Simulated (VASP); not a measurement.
# Nb (Fm-3m) in VASP: settings compared, part 2 of 2

VASP 6.6.1. The steps go on from the part before.

**4. Single point, HSE06**

This run uses another cell than the first one, of 18.54 Å³/atom.

POSCAR reads:

```
Nb
1.0
    0.0000000000      2.1008049414      2.1008049414
    2.1008049414      0.0000000000      2.1008049414
    2.1008049414      2.1008049414      0.0000000000
Nb
1
Direct
    0.0000000000      0.0000000000      0.0000000000
```

INCAR.step1 reads:

```
SYSTEM = Nb
ALGO     = Normal         ! electronic algorithm
EDIFF    = 1E-5           ! SCF threshold, eV
ENCUT    = 520            ! plane-wave cutoff, eV
GGA      = PE             ! functional
ISIF     = 2              ! what is computed and relaxed
ISMEAR   = -1             ! smearing method
LASPH    = .TRUE.         ! aspherical terms in the spheres
LREAL    = .FALSE.        ! projectors in reciprocal space
LWAVE    = .TRUE.         ! write WAVECAR
NBANDS   = 12             ! bands
NELM     = 60             ! most SCF steps
PREC     = Accurate       ! precision mode
SIGMA    = 0.05           ! smearing width, eV
```

INCAR.step2 reads:

```
SYSTEM = Nb
ALGO     = Normal         ! electronic algorithm
EDIFF    = 1E-6           ! SCF threshold, eV
ENCUT    = 520            ! plane-wave cutoff, eV
GGA      = PE             ! functional
HFSCREEN = 0.2079         ! screening, 1/A
ISIF     = 2              ! what is computed and relaxed
ISMEAR   = -1             ! smearing method
ISTART   = 1            
LASPH    = .TRUE.         ! aspherical terms in the spheres
LCHARG   = .TRUE.         ! write CHGCAR
LELF     = .TRUE.         ! ELF
LHFCALC  = .TRUE.         ! exact exchange
LREAL    = .FALSE.        ! projectors in reciprocal space
LVHAR    = .TRUE.       
LWAVE    = .FALSE.        ! write WAVECAR
NBANDS   = 12             ! bands
NELM     = 60             ! most SCF steps
PREC     = Accurate       ! precision mode
PRECFOCK = Normal       
SIGMA    = 0.05           ! smearing width, eV
```

KPOINTS reads:

```
k-points
0
G
  6 6 6
  0 0 0
```

Potentials or basis: VASP PAW PBE potentials, release 64 (Nb_sv).

Run with:

```bash
$ cat potpaw_PBE.64/Nb_sv/POTCAR > POTCAR
$ cp INCAR.step1 INCAR
$ mpirun -np 1 vasp_std > vasp.out
$ cp INCAR.step2 INCAR
$ mpirun -np 1 vasp_std > vasp.out
```

OUTCAR:

```text
SYSTEM = Nb
   EDIFF = 1E-6
   ENCUT = 520
   GGA = PE
   HFSCREEN = 0.2079
   ISIF = 2
   ISMEAR = -1
   ISTART = 1
   LASPH = .TRUE.
   LHFCALC = .TRUE.
   LREAL = .FALSE.
   NELM = 60
   PREC = Accurate
   PRECFOCK = Normal

 ion  position               nearest neighbor table
   1  0.000  0.000  0.000-

  LATTYP: Found a face centered cubic cell.
 ALAT       =     4.2016098828

  Lattice vectors:

 A1 = (   0.0000000000,   2.1008049414,   2.1008049414)
 A2 = (   2.1008049414,   0.0000000000,   2.1008049414)
 A3 = (   2.1008049414,   2.1008049414,   0.0000000000)

Analysis of symmetry for initial positions (statically):
=====================================================================
 Subroutine PRICEL returns:
 Original cell was already a primitive cell.

 Routine SETGRP: Setting up the symmetry group for a
 face centered cubic supercell.

 Subroutine GETGRP returns: Found 48 space group operations
 (whereof 48 operations were pure point group operations)
 out of a pool of 48 trial point group operations.

The static configuration has the point symmetry O_h .

[... 164 lines left out ...]
 k-point     1 :       0.0000    0.0000    0.0000
  band No.  band energies     occupation
      1     -47.7316      2.00000
      2     -21.5915      2.00000
      3     -21.5915      2.00000
      4     -21.5915      2.00000
      5       3.6991      2.00000
      6      11.3994      0.02460
      7      11.3994      0.02460
      8      11.3994      0.02460
      9      14.6020      0.00000
     10      14.6020      0.00000
     11      23.5047      0.00000
     12      28.7452      0.00000
[... 211 lines left out ...]
 k-point    16 :      -0.3333    0.5000    0.1667
  band No.  band energies     occupation
      1     -47.4287      2.00000
      2     -22.6815      2.00000
      3     -22.2709      2.00000
      4     -22.0843      2.00000
      5       7.4244      2.00000
      6       8.1754      2.00000
      7      11.3989      0.02485
      8      14.3723      0.00000
      9      17.0883      0.00000
     10      20.5061      0.00000
     11      22.9351      0.00000
     12      23.0427      0.00000

------------------------ aborting loop because EDIFF is reached ----------------------------------------

  FORCE on cell =-STRESS in cart. coord.  units (eV):
  Direction    XX          YY          ZZ          XY          YZ          ZX
  --------------------------------------------------------------------------------------
  -------------------------------------------------------------------------------------
  Total        0.1167911      0.1167911      0.1167911      0.0000000      0.0000000      0.0000000
  in kB       10.0909723     10.0909723     10.0909723      0.0000000      0.0000000      0.0000000
  external PRESSURE =      10.0909723 kB  Pullay stress =       0.0000000 kB

 VOLUME and BASIS-vectors are now :
 -----------------------------------------------------------------------------
  energy-cutoff  :      520.00
  volume of cell :       18.54
      direct lattice vectors                 reciprocal lattice vectors
     0.000000000  2.100804941  2.100804941    -0.238004010  0.238004010  0.238004010
     2.100804941  0.000000000  2.100804941     0.238004010 -0.238004010  0.238004010
     2.100804941  2.100804941  0.000000000     0.238004010  0.238004010 -0.238004010

 POSITION                                       TOTAL-FORCE (eV/Angst)
 -----------------------------------------------------------------------------------
      0.00000      0.00000      0.00000         0.000000      0.000000      0.000000
 -----------------------------------------------------------------------------------
    total drift:                                0.000000      0.000000      0.000000

  FREE ENERGIE OF THE ION-ELECTRON SYSTEM (eV)
  ---------------------------------------------------
  free  energy   TOTEN  =       -11.5135944044 eV

  energy  without entropy=      -11.5029064666  energy(sigma->0) =      -11.50825044
```

It took 26 min on 1 thread of Intel Xeon 8259CL, shared host; peak memory 0.25 GiB.

What came out:

| Item | Value |
| --- | --- |
| Free energy | -11.5136 eV |
| Pressure | 1.0 GPa |
| Band gap on the k mesh | zero (an odd number of electrons rules out a gap without spin polarisation) |

Levels at points of the mesh, in eV from the Fermi level:
| k point | band 3 | band 4 | band 5 | band 6 | band 7 | band 8 | band 9 | band 10 |
| --- | --- | --- | --- | --- | --- | --- | --- | --- |
| (0.00, 0.00, 0.00) | -32.77 | -32.77 | -7.48 | 0.22 | 0.22 | 0.22 | 3.42 | 3.42 |
| (0.50, 0.00, 0.00) | -32.94 | -32.94 | -4.73 | 0.07 | 0.07 | 0.99 | 5.36 | 5.36 |
| (0.50, 0.50, 0.00) | -33.24 | -33.24 | -4.85 | -4.19 | 3.69 | 5.51 | 5.91 | 5.91 |

Caveat: the k points lie up to 0.43 Å⁻¹ apart, too coarse for converged energies and pressures of a metal; the PAW data sets were made with another functional, which shifts forces and pressure a little.

**5. Single point, RPBE+D3(BJ)**

This run uses another cell than the first one, of 14.91 Å³/atom.

INCAR reads:

```
ALGO = Normal
EDIFF = 1E-7
ENCUT = 520
GGA = RP
ISIF = 2
ISMEAR = -1
IVDW = 12
LASPH = True
LCHARG = True
LELF = True
LREAL = False
LVHAR = True
LWAVE = False
NBANDS = 12
NELM = 60
PREC = Accurate
SIGMA = 0.05
```

KPOINTS reads:

```
k-points
0
Gamma
  11 11 11
```

POSCAR reads:

```
Nb
1.0
    0.0000000000      1.9536238433      1.9536238433
    1.9536238433      0.0000000000      1.9536238433
    1.9536238433      1.9536238433      0.0000000000
Nb
1
Direct
    0.0000000000      0.0000000000      0.0000000000
```

Run with:

```bash
$ cat potpaw_PBE.64/Nb_sv/POTCAR > POTCAR
$ mpirun -np 1 vasp_std > vasp.out
```

Wall time 7.7 s (1 thread of Intel Xeon Platinum 8375C at 2.90GHz (Ice Lake), shared host); peak memory 0.15 GiB.

Results (log left out):

- Free energy: -14.3223 eV
- Pressure: -0.6 GPa
- Band gap on the k mesh: zero (an odd number of electrons rules out a gap without spin polarisation)
- Dispersion energy per atom: -5.558 eV

Levels at points of the mesh, in eV from the Fermi level:
```csv
k point,band 4,band 5,band 6,band 7,band 8,band 9
"(0.00, 0.00, 0.00)",-29.46,-6.60,-0.13,-0.13,-0.13,3.42
```

Caveat: the PAW data sets were made with another functional, which shifts forces and pressure a little.

**6. Summary**

```tsv
level	cell	k mesh	grid for exact exchange (PRECFOCK)	share of exact exchange	screening parameter	gap on the mesh (eV)	pressure (GPa)
HSE06	a = 2.930 Å, angles 60.0°, 1 atom	6 × 6 × 6	Normal	0.25	0.2079 1/Å	none	9.3
HSE06	a = 2.951 Å, angles 60.0°, 1 atom	6 × 6 × 6	Normal	0.25	0.2079 1/Å	none	5.1
HSE06	a = 2.971 Å, angles 60.0°, 1 atom	6 × 6 × 6	Normal	0.25	0.2079 1/Å	none	1.0
RPBE+D3(BJ)	a = 2.763 Å, angles 60.0°, 1 atom	11 × 11 × 11	-	-	-	none	-0.6
```

Alike in all rows: task single point; potentials or basis VASP PAW PBE potentials, release 64 (Nb_sv); no spin polarisation; cutoff (eV) 520; smearing fermi-dirac 0.05 eV.

Caveats: some runs use coarse meshes; the PAW data sets were made with another functional, which shifts forces and pressure a little.

Absolute energies hang on the potentials; compare differences alone.
